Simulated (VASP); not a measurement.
# Zn2SnO (P-6m2) in VASP: notebook, part 2 of 2

VASP 6.6.1. Earlier steps stand in the parts before.

**6. Relaxation of cell and atoms, PBE**

This run uses another cell than the first one, of 21.25 Å³/atom.

INCAR

```
PREC = Accurate
ENCUT = 600
EDIFF = 1E-7
ISMEAR = 0
SIGMA = 0.1
LREAL = F
LASPH = T
NELM = 120
ALGO = Normal
ISIF = 3
LWAVE = F
LCHARG = F
GGA = PE
IBRION = 2
NSW = 100
EDIFFG = -0.01
GGA_COMPAT = F
NELMIN = 4
```

KPOINTS

```
regular mesh
0
Gamma
  12 12 8
```

POSCAR

```
Zn2SnO
1.0
    4.2327096608      0.0000000000      0.0000000000
   -2.1163548304      3.6656340931      0.0000000000
    0.0000000000      0.0000000000      5.4783788046
Zn Sn O
2 1 1
Direct
    0.0000000000      0.0000000000      0.0000000000
    0.3333333333      0.6666666667      0.5000000000
    0.3333333333      0.6666666667      0.0000000000
    0.6666666667      0.3333333333      0.5000000000
```

Potentials or basis: VASP PAW PBE potentials, release 64 (Zn, Sn_d, O).

Started as:

```console
cat potpaw_PBE.64/Zn/POTCAR potpaw_PBE.64/Sn_d/POTCAR potpaw_PBE.64/O/POTCAR > POTCAR
mpirun -np 1 vasp_std > vasp.out
```

OUTCAR:

```text
PREC = Accurate
   ENCUT = 600
   EDIFF = 1E-7
   ISMEAR = 0
   LREAL = F
   LASPH = T
   NELM = 120
   ISIF = 3
   GGA = PE
   IBRION = 2
   NSW = 100
   EDIFFG = -0.01
   NELMIN = 4

 ion  position               nearest neighbor table
   1  0.000  0.000  0.000-   3 2.44   3 2.44   3 2.44
   2  0.333  0.667  0.500-   4 2.44   4 2.44   4 2.44   3 2.74   3 2.74
   3  0.333  0.667  0.000-   1 2.44   1 2.44   1 2.44   2 2.74   2 2.74
   4  0.667  0.333  0.500-   2 2.44   2 2.44   2 2.44

  LATTYP: Found a hexagonal cell.
 ALAT       =     4.2327096608
 C/A-ratio  =     1.2942959106

  Lattice vectors:

 A1 = (   4.2327096608,   0.0000000000,   0.0000000000)
 A2 = (  -2.1163548304,   3.6656340931,   0.0000000000)
 A3 = (   0.0000000000,   0.0000000000,   5.4783788046)

Analysis of symmetry for initial positions (statically):
=====================================================================
 Subroutine PRICEL returns:
 Original cell was already a primitive cell.

 Routine SETGRP: Setting up the symmetry group for a
 hexagonal supercell.

 Subroutine GETGRP returns: Found 12 space group operations
 (whereof 12 operations were pure point group operations)
 out of a pool of 24 trial point group operations.

The static configuration has the point symmetry D_3h.

Analysis of symmetry for dynamics (positions and initial velocities):
=====================================================================
 Subroutine PRICEL returns:
 Original cell was already a primitive cell.

 Routine SETGRP: Setting up the symmetry group for a
 hexagonal supercell.

 Subroutine GETGRP returns: Found 12 space group operations
 (whereof 12 operations were pure point group operations)
 out of a pool of 24 trial point group operations.

[... 128 lines left out ...]
   LORBIT       =      0    0 simple, 1 ext, 2 COOP (PROOUT), +10 PAW based schemes
   GGA     = PE    functional components
   LHFCALC =     F    Hartree Fock is set to
   AEXX    =    0.0000 exact exchange contribution
   IVDW    =     0    specifies the selected vdW correction
   LEPSILON=     F    determine dielectric tensor
   LRPA    =     F    only Hartree local field effects (RPA)
 conjugate gradient relaxation of ions
 non-spin polarized calculation
 Gauss-broadening in eV      SIGMA  =   0.10
  energy-cutoff  :      600.00
  volume of cell :       85.00
 maximum number of plane-waves:      2914
 NGX is ok and might be reduce to    36
   NGX = 17   NGY = 17   NGZ = 21

--------------------------------------- Ionic step        1  -------------------------------------------

 number of electron      43.9999984 magnetization

 Free energy of the ion-electron system (eV)
  ---------------------------------------------------
  ext. energy  EPLUGINS =         0.00000000
  ---------------------------------------------------
  free energy    TOTEN  =        -9.71517507 eV

  energy without entropy =       -9.69829568  energy(sigma->0) =       -9.70673538

------------------------ aborting loop because EDIFF is reached ----------------------------------------

  FORCE on cell =-STRESS in cart. coord.  units (eV):
  Direction    XX          YY          ZZ          XY          YZ          ZX
  --------------------------------------------------------------------------------------
  -------------------------------------------------------------------------------------
  Total       -0.0575446     -0.0575446      0.1199712      0.0000000     -0.0000000      0.0000000
  in kB       -1.0846652     -1.0846652      2.2613512      0.0000000     -0.0000000      0.0000000
  external PRESSURE =       0.0306736 kB  Pullay stress =       0.0000000 kB
[... 101 lines left out ...]
--------------------------------------- Ionic step        4  -------------------------------------------

 number of electron      43.9999983 magnetization

 Free energy of the ion-electron system (eV)
  ---------------------------------------------------
  ext. energy  EPLUGINS =         0.00000000
  ---------------------------------------------------
  free energy    TOTEN  =        -9.71549372 eV

  energy without entropy =       -9.69854170  energy(sigma->0) =       -9.70701771

 E-fermi :   2.0847     XC(G=0):  -9.4858

 val. band max:        2.0837204800   @ k =   0.0833   0.0833   0.5000
 cond. band min:       2.0924300608   @ k =   0.2500   0.2500   0.1250
 fundamental gap:      0.0087095808
 Fermi energy:         2.0846967348

 k-point     1 :       0.0000    0.0000    0.0000
  band No.  band energies     occupation
      1     -19.0210      2.00000
      2     -19.0064      2.00000
      3     -19.0064      2.00000
      4     -18.9312      2.00000
      5     -18.9312      2.00000
      6     -13.8957      2.00000
[... 685 lines left out ...]
     25       6.0421      0.00000
     26       6.3787      0.00000

 [... further k-points ...]

------------------------ aborting loop because EDIFF is reached ----------------------------------------

  FORCE on cell =-STRESS in cart. coord.  units (eV):
  Direction    XX          YY          ZZ          XY          YZ          ZX
  --------------------------------------------------------------------------------------
  -------------------------------------------------------------------------------------
  Total        0.0270909      0.0270909      0.0262874      0.0000000      0.0000000      0.0000000
  in kB        0.5105702      0.5105702      0.4954278      0.0000000      0.0000000      0.0000000
  external PRESSURE =       0.5055227 kB  Pullay stress =       0.0000000 kB
[... 19 lines left out ...]
  FREE ENERGIE OF THE ION-ELECTRON SYSTEM (eV)
  ---------------------------------------------------
  free  energy   TOTEN  =        -9.7154937190 eV

  energy  without entropy=       -9.6985416971  energy(sigma->0) =       -9.70701771

 reached required accuracy - stopping structural energy minimisation
```

OSZICAR:

```text
N       E                     dE             d eps       ncg     rms          rms(c)
DAV:   1     0.368649974091E+03    0.36865E+03   -0.24703E+04  4940   0.267E+03
[... 39 lines left out ...]
DAV:   1    -0.971573579147E+01   -0.25164E-03   -0.53984E-03  5092   0.621E-01    0.887E-02
DAV:   2    -0.971558161726E+01    0.15417E-03   -0.79923E-04  5882   0.373E-01    0.658E-02
DAV:   3    -0.971554819025E+01    0.33427E-04   -0.80488E-04  6006   0.155E-01    0.580E-02
DAV:   4    -0.971549685951E+01    0.51331E-04   -0.23788E-04  6064   0.913E-02    0.152E-02
DAV:   5    -0.971549405915E+01    0.28004E-05   -0.16897E-05  5492   0.408E-02    0.563E-03
DAV:   6    -0.971549371196E+01    0.34719E-06   -0.19561E-06  5298   0.120E-02    0.184E-03
DAV:   7    -0.971549371903E+01   -0.70750E-08   -0.22146E-07  3902   0.437E-03
   4 F= -.97154937E+01 E0= -.97070177E+01  d E =-.318649E-03
```

CONTCAR:

```text
Zn2SnO
   1.00000000000000
     4.2254763145821368    0.0000000000000000    0.0000000000000000
    -2.1127381572910684    3.6593698315209449    0.0000000000000000
     0.0000000000000000   -0.0000000000000000    5.4978972454691428
  Zn              Sn              O
     2     1     1
Direct
     1.0000000000000000    1.0000000000000000    0.0000000000000000
     0.3333333332999970    0.6666666667000030    0.5000000000000000
     0.3333333332999970    0.6666666667000030    0.0000000000000000
     0.6666666667000030    0.3333333332999970    0.5000000000000000

  0.00000000E+00  0.00000000E+00  0.00000000E+00
  0.00000000E+00  0.00000000E+00  0.00000000E+00
  0.00000000E+00  0.00000000E+00  0.00000000E+00
  0.00000000E+00  0.00000000E+00  0.00000000E+00
```

Run time: 6.7 min. Hardware: 1 thread of AMD EPYC 9R45 (Zen 5), shared host; peak memory 0.4 GiB.

What came out:

* Free energy: -9.7155 eV
* Relaxed volume: 21.25 Å³/atom
* Relaxed cell: a = 4.225 Å, b = 4.225 Å, c = 5.498 Å, α = 90.00°, β = 90.00°, γ = 120.00°
* Space group after relaxing (to 0.1 Å): P-6m2 (No. 187)
* Energy gained by relaxing: 0.1 meV/atom
* Ionic steps: 4
* Pressure after relaxing: 0.1 GPa
* Band gap on the k mesh: zero (bands 22 and 23 overlap by 2.19 eV)

Step by step:
```tsv
step	energy change (eV)	largest force (eV/Å)	pressure (GPa)	volume (Å³)
1	0.0000	0.0000	0.00	85.00
2	-0.0002	0.0000	0.03	85.01
3	-0.0003	0.0000	0.05	85.01
4	-0.0003	0.0000	0.05	85.01
```

Final structure:
```
Zn Sn O
1.0
     4.22548    0.00000    0.00000
    -2.11274    3.65937    0.00000
     0.00000    0.00000    5.49790
Zn Sn O
2 1 1
Direct
  0.00000 0.00000 0.00000
  0.33333 0.66667 0.50000
  0.33333 0.66667 0.00000
  0.66667 0.33333 0.50000
```

Caveat: spin-orbit coupling is left out, which moves the levels of the heavy elements.

**7. Summary**

```tsv
task	cell	k mesh	gap on the mesh (eV)	pressure (GPa)	relaxed volume (Å³/atom)
single point	a = 4.153, b = 4.153, c = 4.934 Å, angles 90.0, 90.0, 120.0°, 4 atoms	6 × 6 × 4	none	9.6	-
single point	a = 4.233, b = 4.233, c = 5.478 Å, angles 90.0, 90.0, 120.0°, 4 atoms	6 × 6 × 4	none	0.2	-
relaxation of cell and atoms	relaxed from a = 4.153, b = 4.153, c = 4.934 Å, angles 90.0, 90.0, 120.0°, 4 atoms	6 × 6 × 4	none	0.0	21.32
single point	a = 4.223, b = 4.223, c = 5.504 Å, angles 90.0, 90.0, 120.0°, 4 atoms	12 × 12 × 8	none	0.1	-
relaxation of cell and atoms	relaxed from a = 4.233, b = 4.233, c = 5.478 Å, angles 90.0, 90.0, 120.0°, 4 atoms	12 × 12 × 8	none	0.1	21.25
```

Alike in all rows: level PBE; potentials or basis VASP PAW PBE potentials, release 64 (Zn, Sn_d, O); no spin polarisation; cutoff (eV) 600; smearing gaussian 0.1 eV.

Caveats: spin-orbit coupling is left out, which moves the levels of the heavy elements; the stress differs along the axes, from 7 to 15 GPa (at least some runs); the volume moved by over 15 % at a fixed basis, so the end points are rough (at least some runs).

Absolute energies hang on the potentials; compare differences alone.

The gap in the log of VASP goes by the Fermi energy; the results here count the filled bands.